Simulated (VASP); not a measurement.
# Ru (Fm-3m) in VASP: notebook

Ru is run at these levels: PBEsol; tasks: single point.

Program: VASP 6.6.1. These are calculated values, not measurements. Logs are shortened: lines on timing, memory, paths and dates and some standing lists are left out, and cuts for length are marked.

## 1. The cell of the first run

The structure is cubic, space group Fm-3m (No. 225). The conventional cell has a = 3.770 Å, b = 3.770 Å, c = 3.770 Å, α = 90.00°, β = 90.00°, γ = 90.00°. Within 3.5 Å of Ru (site symmetry m-3m) lie 12 Ru at 2.67 Å.

## 2. Single point, PBEsol

INCAR

```
ALGO = Normal ; EDIFF = 1E-6
ENCUT = 520 ; GGA = PS
ISIF = 2 ; ISMEAR = -1
LASPH = True ; LCHARG = True
LELF = True ; LREAL = False
LVHAR = True ; LWAVE = False
NBANDS = 13 ; NELM = 80
PREC = Accurate ; SIGMA = 0.1
```

KPOINTS

```
k-points
0
Gamma
  14 14 14
```

POSCAR

```
Ru
1.0
    0.0000000000      1.8850056036      1.8850056036
    1.8850056036      0.0000000000      1.8850056036
    1.8850056036      1.8850056036      0.0000000000
Ru
1
Direct
    0.0000000000      0.0000000000      0.0000000000
```

Potentials or basis: VASP PAW PBE potentials, release 64 (Ru_pv).

The run is started by

```sh
$ cat potpaw_PBE.64/Ru_pv/POTCAR > POTCAR
$ mpirun -np 1 vasp_std > vasp.out
```

OUTCAR:

```text
EDIFF = 1E-6
   ENCUT = 520
   GGA = PS
   ISIF = 2
   ISMEAR = -1
   LASPH = True
   LREAL = False
   NELM = 80
   PREC = Accurate

 ion  position               nearest neighbor table
   1  0.000  0.000  0.000-

  LATTYP: Found a face centered cubic cell.
 ALAT       =     3.7700112072

  Lattice vectors:

 A1 = (   0.0000000000,   1.8850056036,   1.8850056036)
 A2 = (   1.8850056036,   0.0000000000,   1.8850056036)
 A3 = (   1.8850056036,   1.8850056036,   0.0000000000)

Analysis of symmetry for initial positions (statically):
=====================================================================
 Subroutine PRICEL returns:
 Original cell was already a primitive cell.

 Routine SETGRP: Setting up the symmetry group for a
 face centered cubic supercell.

 Subroutine GETGRP returns: Found 48 space group operations
 (whereof 48 operations were pure point group operations)
 out of a pool of 48 trial point group operations.

The static configuration has the point symmetry O_h .

Analysis of symmetry for dynamics (positions and initial velocities):
=====================================================================
 Subroutine PRICEL returns:
 Original cell was already a primitive cell.

 Routine SETGRP: Setting up the symmetry group for a
 face centered cubic supercell.

 Subroutine GETGRP returns: Found 48 space group operations
 (whereof 48 operations were pure point group operations)
 out of a pool of 48 trial point group operations.

The dynamic configuration has the point symmetry O_h .

 Subroutine INISYM returns: Found 48 space group operations
 (whereof 48 operations are pure point group operations),
 and found     1 'primitive' translations

----------------------------------------------------------------------------------------

                                     Primitive cell

  volume of cell :      13.3958

  direct lattice vectors                    reciprocal lattice vectors
     0.000000000  1.885005604  1.885005604    -0.265251201  0.265251201  0.265251201
     1.885005604  0.000000000  1.885005604     0.265251201 -0.265251201  0.265251201
     1.885005604  1.885005604  0.000000000     0.265251201  0.265251201 -0.265251201

  length of vectors
     2.665800490  2.665800490  2.665800490     0.459428557  0.459428557  0.459428557

  position of ions in fractional coordinates (direct lattice)
     0.000000000  0.000000000  0.000000000

  ion indices of the primitive-cell ions
   primitive index   ion index
                 1           1

----------------------------------------------------------------------------------------

 KPOINTS: k-points

Automatic generation of k-mesh.
 Grid dimensions read from file:
 generate k-points for:   14   14   14

 Generating k-lattice:

  Cartesian coordinates                     Fractional coordinates (reciprocal lattice)
    -0.018946514  0.018946514  0.018946514     0.071428571  0.000000000  0.000000000
     0.018946514 -0.018946514  0.018946514     0.000000000  0.071428571  0.000000000
     0.018946514  0.018946514 -0.018946514     0.000000000  0.000000000  0.071428571

  Length of vectors
     0.032816325  0.032816325  0.032816325

  Shift w.r.t. Gamma in fractional coordinates (k-lattice)
     0.000000000  0.000000000  0.000000000

 Subroutine IBZKPT returns following result:
 ===========================================

 Found    104 irreducible k-points:

 Following reciprocal coordinates:
            Coordinates               Weight
  0.000000  0.000000  0.000000      1.000000
  0.071429  0.000000  0.000000      8.000000
  0.142857  0.000000  0.000000      8.000000
  0.214286  0.000000  0.000000      8.000000
  0.285714  0.000000  0.000000      8.000000
  0.357143  0.000000  0.000000      8.000000
[... 16 lines left out ...]
  0.214286  0.142857  0.000000     24.000000
  0.285714  0.142857  0.000000     24.000000
 [... further k-points ...]
   k-points           NKPTS =    104   k-points in BZ     NKDIM =    104   number of bands    NBANDS=     13
   number of dos      NEDOS =    301   number of ions     NIONS =      1
   total plane-waves  NPLWV =   8000
   dimension x,y,z NGX =    20 NGY =   20 NGZ =   20
   dimension x,y,z NGXF=    40 NGYF=   40 NGZF=   40
   ions per type =               1
   NGX,Y,Z   is equivalent  to a cutoff of  12.47, 12.47, 12.47 a.u.
   NGXF,Y,Z  is equivalent  to a cutoff of  24.94, 24.94, 24.94 a.u.
 SYSTEM =  unknown system
   PREC   = accura    normal or accurate (medium, high low for compatibility)
   ISTART =      0    job   : 0-new  1-cont  2-samecut
   ICHARG =      2    charge: 1-file 2-atom 10-const
   ISPIN  =      1    spin polarized calculation?
   LNONCOLLINEAR =      F non collinear calculations
   LSORBIT =      F    spin-orbit coupling
   LASPH  =      T    aspherical Exc in radial PAW
   ENCUT  =  520.0 eV  38.22 Ry    6.18 a.u.   4.96  4.96  4.96*2*pi/ulx,y,z
   NELM   =     80;   NELMIN=  2; NELMDL= -5     # of ELM steps
   EDIFF  = 0.1E-05   stopping-criterion for ELM
   LREAL  =      F    real-space projection
   EDIFFG = 0.1E-04   stopping-criterion for IOM
   NSW    =      0    number of steps for IOM
   IBRION =     -1    ionic relax: 0-MD 1-quasi-New 2-CG
   NFREE  =      0    steps in history (QN), initial steepest desc. (CG)
   ISIF   =      2    stress and relaxation
   ISYM   =      2    0-nonsym 1-usesym 2-fastsym
   POTIM  = 0.5000    time-step for ionic-motion
   TEBEG  =    0.0;   TEEND  =   0.0 temperature during run
   PSTRESS=    0.0 pullay stress
   NELECT =      14.0000    total number of electrons
   NUPDOWN=      -1.0000    fix difference up-down
   EMIN   =  10.00;   EMAX   =-10.00  energy-range for DOS
   EFERMI =   0.00;   METHOD = LEGACY
   ISMEAR =    -1;   SIGMA  =   0.10  broadening in eV -4-tet -1-fermi 0-gaus
   EFERMI_NEDOS =   21; number of points for ismear=-14 and -15
   IALGO  =     38    algorithm
   IMIX   =      4    mixing-type and parameters
     AMIX     =   0.40;   BMIX     =  1.00
     AMIX_MAG =   1.60;   BMIX_MAG =  1.00
  volume/ion in A,a.u.               =      13.40        90.40
  Fermi-wavevector in a.u.,A,eV,Ry     =   1.661352  3.139499 37.553289  2.760089
  Thomas-Fermi vector in A             =   2.748430
   LORBIT       =      0    0 simple, 1 ext, 2 COOP (PROOUT), +10 PAW based schemes
   GGA     = PS    functional components
   LHFCALC =     F    Hartree Fock is set to
   AEXX    =    0.0000 exact exchange contribution
   IVDW    =     0    specifies the selected vdW correction
   LEPSILON=     F    determine dielectric tensor
   LRPA    =     F    only Hartree local field effects (RPA)
 non-spin polarized calculation
  energy-cutoff  :      520.00
  volume of cell :       13.40
 maximum number of plane-waves:       370
   NGX =  9   NGY =  9   NGZ =  9

 number of electron      14.0000006 magnetization

 Free energy of the ion-electron system (eV)
  ---------------------------------------------------
  ext. energy  EPLUGINS =         0.00000000
  ---------------------------------------------------
  free energy    TOTEN  =       -10.06576440 eV

  energy without entropy =      -10.02572140  energy(sigma->0) =      -10.04574290

 E-fermi :  12.8325     XC(G=0): -14.3628

 val. band max:       12.8209364790   @ k =   0.0714   0.0714   0.0000
 cond. band min:      12.8339766633   @ k =   0.3571   0.2143   0.0714
 fundamental gap:      0.0130401843
 Fermi energy:        12.8325310099

 k-point     1 :       0.0000    0.0000    0.0000
  band No.  band energies     occupation
      1     -29.5107      2.00000
      2     -29.5107      2.00000
      3     -29.5107      2.00000
      4       4.7947      2.00000
      5      10.2190      2.00000
      6      10.2190      2.00000
      7      10.2190      2.00000
      8      12.7391      1.43585
      9      12.7391      1.43585
     10      23.2502      0.00000
     11      27.8676      0.00000
     12      33.6679      0.00000
     13      33.6679      0.00000

 k-point     2 :       0.0714    0.0000    0.0000
  band No.  band energies     occupation
      1     -29.5693      2.00000
      2     -29.5183      2.00000
      3     -29.5183      2.00000
      4       5.0155      2.00000
      5      10.1032      2.00000
      6      10.3117      2.00000
      7      10.3117      2.00000
      8      12.6794      1.64438
      9      12.6794      1.64438
     10      23.2503      0.00000
     11      28.2413      0.00000
     12      32.6557      0.00000
     13      34.0314      0.00000

 k-point     3 :       0.1429    0.0000    0.0000
  band No.  band energies     occupation
      1     -29.7316      2.00000
      2     -29.5394      2.00000
      3     -29.5394      2.00000
      4       5.6204      2.00000
      5       9.8538      2.00000
      6      10.5260      2.00000
      7      10.5260      2.00000
      8      12.5846      1.84537
      9      12.5846      1.84537
     10      23.2501      0.00000
     11      29.1861      0.00000
     12      30.8266      0.00000
     13      35.0720      0.00000
[... 305 lines left out ...]
 k-point    23 :       0.2143    0.1429    0.0000
  band No.  band energies     occupation
      1     -29.8741      2.00000
      2     -29.6269      2.00000
      3     -29.6178      2.00000
      4       6.5182      2.00000
      5       9.0706      2.00000
      6      10.9774      2.00000
      7      11.1718      2.00000
      8      11.8640      1.99988
      9      13.2370      0.03442
     10      23.2500      0.00000
     11      30.7569      0.00000
     12      30.8285      0.00000
     13      34.1005      0.00000

 k-point    24 :       0.2857    0.1429    0.0000
  band No.  band energies     occupation
      1     -30.0786      2.00000
      2     -29.6649      2.00000
      3     -29.6531      2.00000
      4       7.1715      2.00000
      5       8.9682      2.00000
      6      10.5698      2.00000
      7      11.2819      2.00000
      8      12.7119      1.53915
      9      13.6108      0.00083
     10      23.2497      0.00000
     11      29.1409      0.00000
     12      31.3075      0.00000
     13      34.1627      0.00000

 [... further k-points ...]
[... 5 lines left out ...]
  --------------------------------------------------------------------------------------
  -------------------------------------------------------------------------------------
  Total       -0.0044614     -0.0044614     -0.0044614     -0.0000000     -0.0000000     -0.0000000
  in kB       -0.5336034     -0.5336034     -0.5336034     -0.0000000     -0.0000000     -0.0000000
  external PRESSURE =      -0.5336034 kB  Pullay stress =       0.0000000 kB

 VOLUME and BASIS-vectors are now :
 -----------------------------------------------------------------------------
  energy-cutoff  :      520.00
  volume of cell :       13.40
      direct lattice vectors                 reciprocal lattice vectors
     0.000000000  1.885005604  1.885005604    -0.265251201  0.265251201  0.265251201
     1.885005604  0.000000000  1.885005604     0.265251201 -0.265251201  0.265251201
     1.885005604  1.885005604  0.000000000     0.265251201  0.265251201 -0.265251201

 POSITION                                       TOTAL-FORCE (eV/Angst)
 -----------------------------------------------------------------------------------
      0.00000      0.00000      0.00000        -0.000000      0.000000      0.000000
 -----------------------------------------------------------------------------------
    total drift:                                0.000000      0.000000      0.000000

  FREE ENERGIE OF THE ION-ELECTRON SYSTEM (eV)
  ---------------------------------------------------
  free  energy   TOTEN  =       -10.0657644027 eV

  energy  without entropy=      -10.0257214033  energy(sigma->0) =      -10.04574290
```

It took 6.8 s on 1 thread of Intel Xeon 6975P-C (Granite Rapids), shared host; peak memory 0.13 GiB.

Results:

- Free energy: -10.0658 eV
- Pressure: -0.1 GPa
- Band gap on the k mesh: zero (band 7 reaches 15.19 eV, above the bottom of band 8 at 11.65 eV)

Caveat: the PAW data sets were made with another functional, which shifts forces and pressure a little.

(Part 1 of 2 ends here.)
